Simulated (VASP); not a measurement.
# FeCo3 (Pm-3m) in VASP: a series of runs

Runs on FeCo3. Level: r2SCAN. Tasks: single point.

Everything below comes from runs of VASP 6.6.1. Logs are shortened: lines on timing, memory, paths and dates and some standing lists are left out, and cuts for length are marked.

## 1. The cell of the first run

Symmetry: Pm-3m, No. 221, cubic system. The conventional cell has a = 3.282 Å, b = 3.282 Å, c = 3.282 Å, α = 90.00°, β = 90.00°, γ = 90.00°. Fe (site symmetry m-3m) has 12 Co at 2.32 Å within 3.1 Å. Within 3.1 Å of Co (site symmetry 4/mmm) lie 4 Fe at 2.32 Å and 8 Co at 2.32 Å.

## 2. Single point, r2SCAN

File POSCAR:

```
FeCo3
1.0
    3.2822555600      0.0000000000      0.0000000000
    0.0000000000      3.2822555600      0.0000000000
    0.0000000000      0.0000000000      3.2822555600
Fe Co
1 3
Direct
    0.0000000000      0.0000000000      0.0000000000
    0.5000000000      0.5000000000      0.0000000000
    0.5000000000      0.0000000000      0.5000000000
    0.0000000000      0.5000000000      0.5000000000
```

File INCAR.step1:

```
SYSTEM = FeCo3
PREC = Accurate ; ENCUT = 520
ISMEAR = 0 ; SIGMA = 0.1
LREAL = .FALSE. ; LASPH = .TRUE.
NELM = 100 ; NBANDS = 26
GGA = PE ; ALGO = Normal
EDIFF = 1E-4 ; LWAVE = .TRUE.
LCHARG = .FALSE.
```

File INCAR.step2:

```
SYSTEM = FeCo3
PREC = Accurate ; ENCUT = 520
EDIFF = 1E-6 ; ISMEAR = 0
SIGMA = 0.1 ; LREAL = .FALSE.
LASPH = .TRUE. ; NELM = 100
ALGO = Normal ; ISIF = 2
LWAVE = .FALSE. ; LCHARG = .FALSE.
METAGGA = R2SCAN ; LMIXTAU = .TRUE.
NBANDS = 26 ; ISTART = 1
```

File KPOINTS:

```
Automatic mesh
0
G
  12 12 12
  0 0 0
```

Potentials or basis: VASP PAW PBE potentials, release 64 (Fe, Co).

Started as:

```sh
cat potpaw_PBE.64/Fe/POTCAR potpaw_PBE.64/Co/POTCAR > POTCAR
cp INCAR.step1 INCAR
mpirun -np 1 vasp_std > vasp.out
cp INCAR.step2 INCAR
mpirun -np 1 vasp_std > vasp.out
```

OUTCAR:

```text
SYSTEM = FeCo3
   PREC = Accurate
   ENCUT = 520
   EDIFF = 1E-6
   ISMEAR = 0
   LREAL = .FALSE.
   LASPH = .TRUE.
   NELM = 100
   ISIF = 2
   METAGGA = R2SCAN
   ISTART = 1

 ion  position               nearest neighbor table
   1  0.000  0.000  0.000-   2 2.32   3 2.32   4 2.32   3 2.32   4 2.32   2 2.32   4 2.32   4 2.32
                             2 2.32   3 2.32   3 2.32   2 2.32
   2  0.500  0.500  0.000-   1 2.32   3 2.32   4 2.32   3 2.32   4 2.32   1 2.32   3 2.32   3 2.32
                             1 2.32   4 2.32   4 2.32   1 2.32
   3  0.500  0.000  0.500-   1 2.32   2 2.32   4 2.32   1 2.32   2 2.32   2 2.32   4 2.32   2 2.32
                             1 2.32   4 2.32   1 2.32   4 2.32
   4  0.000  0.500  0.500-   1 2.32   2 2.32   3 2.32   1 2.32   2 2.32   1 2.32   3 2.32   1 2.32
                             2 2.32   3 2.32   2 2.32   3 2.32

  LATTYP: Found a simple cubic cell.
 ALAT       =     3.2822555600

  Lattice vectors:

 A1 = (   3.2822555600,   0.0000000000,   0.0000000000)
 A2 = (   0.0000000000,   3.2822555600,   0.0000000000)
 A3 = (   0.0000000000,   0.0000000000,   3.2822555600)

Analysis of symmetry for initial positions (statically):
=====================================================================
 Subroutine PRICEL returns:
 Original cell was already a primitive cell.

 Routine SETGRP: Setting up the symmetry group for a
 simple cubic supercell.

 Subroutine GETGRP returns: Found 48 space group operations
 (whereof 48 operations were pure point group operations)
 out of a pool of 48 trial point group operations.

The static configuration has the point symmetry O_h .

Analysis of symmetry for dynamics (positions and initial velocities):
=====================================================================
 Subroutine PRICEL returns:
 Original cell was already a primitive cell.

 Routine SETGRP: Setting up the symmetry group for a
 simple cubic supercell.

 Subroutine GETGRP returns: Found 48 space group operations
 (whereof 48 operations were pure point group operations)
 out of a pool of 48 trial point group operations.

The dynamic configuration has the point symmetry O_h .

 Subroutine INISYM returns: Found 48 space group operations
 (whereof 48 operations are pure point group operations),
 and found     1 'primitive' translations

----------------------------------------------------------------------------------------

                                     Primitive cell

  volume of cell :      35.3604
[... 93 lines left out ...]
   EDIFF  = 0.1E-05   stopping-criterion for ELM
   LREAL  =      F    real-space projection
   EDIFFG = 0.1E-04   stopping-criterion for IOM
   NSW    =      0    number of steps for IOM
   IBRION =     -1    ionic relax: 0-MD 1-quasi-New 2-CG
   NFREE  =      0    steps in history (QN), initial steepest desc. (CG)
   ISIF   =      2    stress and relaxation
   ISYM   =      2    0-nonsym 1-usesym 2-fastsym
   POTIM  = 0.5000    time-step for ionic-motion
   TEBEG  =    0.0;   TEEND  =   0.0 temperature during run
   PSTRESS=    0.0 pullay stress
   NELECT =      35.0000    total number of electrons
   NUPDOWN=      -1.0000    fix difference up-down
   EMIN   =  10.00;   EMAX   =-10.00  energy-range for DOS
   EFERMI =   0.00;   METHOD = LEGACY
   ISMEAR =     0;   SIGMA  =   0.10  broadening in eV -4-tet -1-fermi 0-gaus
   EFERMI_NEDOS =   21; number of points for ismear=-14 and -15
   IALGO  =     38    algorithm
   IMIX   =      4    mixing-type and parameters
     AMIX     =   0.40;   BMIX     =  1.00
     AMIX_MAG =   1.60;   BMIX_MAG =  1.00
  volume/ion in A,a.u.               =       8.84        59.66
  Fermi-wavevector in a.u.,A,eV,Ry     =   1.631518  3.083121 36.216667  2.661850
  Thomas-Fermi vector in A             =   2.723641
   LORBIT       =      0    0 simple, 1 ext, 2 COOP (PROOUT), +10 PAW based schemes
   METAGGA = R2SCAN    functional components
   LHFCALC =     F    Hartree Fock is set to
   AEXX    =    0.0000 exact exchange contribution
   IVDW    =     0    specifies the selected vdW correction
   LEPSILON=     F    determine dielectric tensor
   LRPA    =     F    only Hartree local field effects (RPA)
 non-spin polarized calculation
 Gauss-broadening in eV      SIGMA  =   0.10
  energy-cutoff  :      520.00
  volume of cell :       35.36
 maximum number of plane-waves:       976
   NGX = 13   NGY = 13   NGZ = 13

 number of electron      35.0000024 magnetization

 Free energy of the ion-electron system (eV)
  ---------------------------------------------------
  ext. energy  EPLUGINS =         0.00000000
  ---------------------------------------------------
  free energy    TOTEN  =       -51.28482207 eV

  energy without entropy =      -51.25445565  energy(sigma->0) =      -51.26963886

 E-fermi :  12.1224     XC(G=0): -16.0629

 val. band max:       12.1162930129   @ k =   0.5000   0.4167   0.2500
 cond. band min:      12.1244973738   @ k =   0.5000   0.1667   0.1667
 fundamental gap:      0.0082043609
 Fermi energy:        12.1223617060

 k-point     1 :       0.0000    0.0000    0.0000
  band No.  band energies     occupation
      1       1.5630      2.00000
      2       5.7712      2.00000
      3       5.7712      2.00000
      4       5.8422      2.00000
      5       6.7080      2.00000
      6       6.7080      2.00000
[... 685 lines left out ...]
     25      23.5905      0.00000
     26      26.3095      0.00000

 [... further k-points ...]

------------------------ aborting loop because EDIFF is reached ----------------------------------------

  FORCE on cell =-STRESS in cart. coord.  units (eV):
  Direction    XX          YY          ZZ          XY          YZ          ZX
  --------------------------------------------------------------------------------------
  -------------------------------------------------------------------------------------
  Total        9.8648810      9.8648810      9.8648810      0.0000000     -0.0000000      0.0000000
  in kB      446.9770817    446.9770817    446.9770817      0.0000000     -0.0000000      0.0000000
  external PRESSURE =     446.9770817 kB  Pullay stress =       0.0000000 kB

 VOLUME and BASIS-vectors are now :
 -----------------------------------------------------------------------------
  energy-cutoff  :      520.00
  volume of cell :       35.36
      direct lattice vectors                 reciprocal lattice vectors
     3.282255560  0.000000000  0.000000000     0.304668537  0.000000000  0.000000000
     0.000000000  3.282255560  0.000000000     0.000000000  0.304668537  0.000000000
     0.000000000  0.000000000  3.282255560     0.000000000  0.000000000  0.304668537

 POSITION                                       TOTAL-FORCE (eV/Angst)
 -----------------------------------------------------------------------------------
      0.00000      0.00000      0.00000         0.000000      0.000000      0.000000
      1.64113      1.64113      0.00000         0.000000      0.000000      0.000000
      1.64113      0.00000      1.64113         0.000000      0.000000      0.000000
      0.00000      1.64113      1.64113         0.000000      0.000000      0.000000
 -----------------------------------------------------------------------------------
    total drift:                                0.000000     -0.000000     -0.000000

  FREE ENERGIE OF THE ION-ELECTRON SYSTEM (eV)
  ---------------------------------------------------
  free  energy   TOTEN  =       -51.2848220655 eV

  energy  without entropy=      -51.2544556481  energy(sigma->0) =      -51.26963886
```

OUTCAR.step1:

```text
SYSTEM = FeCo3
   PREC = Accurate
   ENCUT = 520
   ISMEAR = 0
   LREAL = .FALSE.
   LASPH = .TRUE.
[... 928 lines left out ...]
      1.64113      1.64113      0.00000         0.000000      0.000000      0.000000
      1.64113      0.00000      1.64113         0.000000      0.000000      0.000000
      0.00000      1.64113      1.64113         0.000000      0.000000      0.000000
 -----------------------------------------------------------------------------------
    total drift:                                0.000000     -0.000000     -0.000000

  FREE ENERGIE OF THE ION-ELECTRON SYSTEM (eV)
  ---------------------------------------------------
  free  energy   TOTEN  =       -27.7609538980 eV

  energy  without entropy=      -27.7302363127  energy(sigma->0) =      -27.74559511
```

OSZICAR.step1:

```text
N       E                     dE             d eps       ncg     rms          rms(c)
DAV:   1     0.232102270306E+03    0.23210E+03   -0.15411E+04  4624   0.189E+03
DAV:   2    -0.201493588941E+02   -0.25225E+03   -0.23701E+03  4376   0.342E+02
DAV:   3    -0.324771017499E+02   -0.12328E+02   -0.11609E+02  4476   0.108E+02
DAV:   4    -0.326553983399E+02   -0.17830E+00   -0.17808E+00  4944   0.133E+01
DAV:   5    -0.326625467199E+02   -0.71484E-02   -0.71480E-02  6278   0.213E+00    0.261E+01
DAV:   6    -0.283969420665E+02    0.42656E+01   -0.26168E+01  4522   0.775E+01    0.102E+01
DAV:   7    -0.355912085026E+02   -0.71943E+01   -0.34225E+01  4798   0.107E+02    0.321E+01
DAV:   8    -0.280417315363E+02    0.75495E+01   -0.59526E+00  5312   0.786E+01    0.694E+00
DAV:   9    -0.277853962536E+02    0.25634E+00   -0.11096E+00  6386   0.182E+01    0.190E+00
DAV:  10    -0.277641103411E+02    0.21286E-01   -0.10534E-01  4534   0.365E+00    0.704E-01
DAV:  11    -0.277610320778E+02    0.30783E-02   -0.33854E-03  6532   0.647E-01    0.224E-01
DAV:  12    -0.277609538980E+02    0.78180E-04   -0.41753E-04  4450   0.232E-01
   1 F= -.27760954E+02 E0= -.27745595E+02  d E =-.307176E-01
```

It took 66 s on 1 thread of Intel Xeon 6975P-C (Granite Rapids), shared host; peak memory 0.19 GiB.

What came out:

```yaml
Free_energy: -51.2848 eV
Pressure: 44.7 GPa
Band_gap_on_the_k_mesh: zero (an odd number of electrons rules out a gap without spin polarisation)
```

Caveat: the cell stands under pressure; the PAW data sets were made with another functional, which shifts forces and pressure a little; the run has no spin polarisation, though such a crystal can be magnetic.

## 3. Single point, r2SCAN, collinear spin, ferromagnetic start

This run uses another cell than the first one, of 10.61 Å³/atom.

File POSCAR:

```
FeCo3
1.0
    3.4879169971      0.0000000000      0.0000000000
    0.0000000000      3.4879169971      0.0000000000
    0.0000000000      0.0000000000      3.4879169971
Fe Co
1 3
Direct
    0.0000000000      0.0000000000      0.0000000000
    0.5000000000      0.5000000000      0.0000000000
    0.5000000000      0.0000000000      0.5000000000
    0.0000000000      0.5000000000      0.5000000000
```

File INCAR.step1:

```
SYSTEM = FeCo3
PREC = Accurate
ENCUT = 520
ISMEAR = 0
SIGMA = 0.1
LREAL = .False.
LASPH = .True.
NELM = 150
ISPIN = 2
MAGMOM = 4 3 3 3
LMAXMIX = 4
NBANDS = 30
GGA = PE
ALGO = Normal
EDIFF = 1E-4
LWAVE = .True.
LCHARG = .False.
```

File INCAR.step2:

```
SYSTEM = FeCo3
PREC = Accurate
ENCUT = 520
EDIFF = 1E-6
ISMEAR = 0
SIGMA = 0.1
LREAL = .False.
LASPH = .True.
NELM = 150
ALGO = Normal
ISIF = 2
LWAVE = .False.
LCHARG = .True.
ISPIN = 2
MAGMOM = 4 3 3 3
LORBIT = 11
LMAXMIX = 4
METAGGA = R2SCAN
LMIXTAU = .True.
LELF = .True.
LVHAR = .True.
NBANDS = 30
ISTART = 1
```

File KPOINTS:

```
Automatic mesh
0
Gamma
  12 12 12
  0 0 0
```

Potentials or basis: VASP PAW PBE potentials, release 64 (Fe, Co).

Started as:

```sh
cat potpaw_PBE.64/Fe/POTCAR potpaw_PBE.64/Co/POTCAR > POTCAR
cp INCAR.step1 INCAR
mpirun -np 1 vasp_std > vasp.out
cp INCAR.step2 INCAR
mpirun -np 1 vasp_std > vasp.out
```

Wall time 6.3 min (1 thread of Intel Xeon 6975P-C (Granite Rapids), shared host); peak memory 0.3 GiB.

Results (log left out):

* Free energy: -54.0789 eV
* Pressure: 8.8 GPa
* Net moment: 7.95 μB per cell
* Site moments: Fe +2.80; Co +1.78 μB
* Valence electrons inside the program's atomic spheres: Fe 7.31; Co 8.38

Levels at points of the mesh, in eV from the Fermi level:
Spin up:
```csv
k point,band 17,band 18,band 19,band 20,band 21,band 22,band 23,band 24,band 25,band 26
"(0.00, 0.00, 0.00)",-1.12,-1.12,-0.93,-0.93,-0.93,2.50,2.50,2.50,9.82,9.82
"(0.50, 0.00, 0.00)",-2.31,-2.31,-2.18,-2.07,-1.12,-0.93,8.18,8.18,8.25,8.25
"(0.50, 0.50, 0.00)",-2.21,-2.21,-2.20,-1.97,0.61,0.61,0.70,0.88,12.07,12.22
"(0.50, 0.50, 0.50)",-1.45,-1.45,-1.23,-1.23,-0.58,-0.45,-0.45,-0.45,6.26,6.26
```
Spin down:
```tsv
k point	band 10	band 11	band 12	band 13	band 14	band 15	band 16	band 17
(0.00, 0.00, 0.00)	-1.15	1.09	1.09	1.36	1.36	1.36	2.07	2.19
(0.50, 0.00, 0.00)	-2.24	-0.30	-0.30	-0.15	-0.03	0.53	0.53	0.76
(0.50, 0.50, 0.00)	-1.61	-1.41	-1.36	-0.11	0.11	0.22	0.22	0.38
(0.50, 0.50, 0.50)	-0.91	-0.91	-0.88	-0.88	-0.71	-0.71	-0.71	1.58
```

Caveat: the cell stands under pressure; the PAW data sets were made with another functional, which shifts forces and pressure a little.
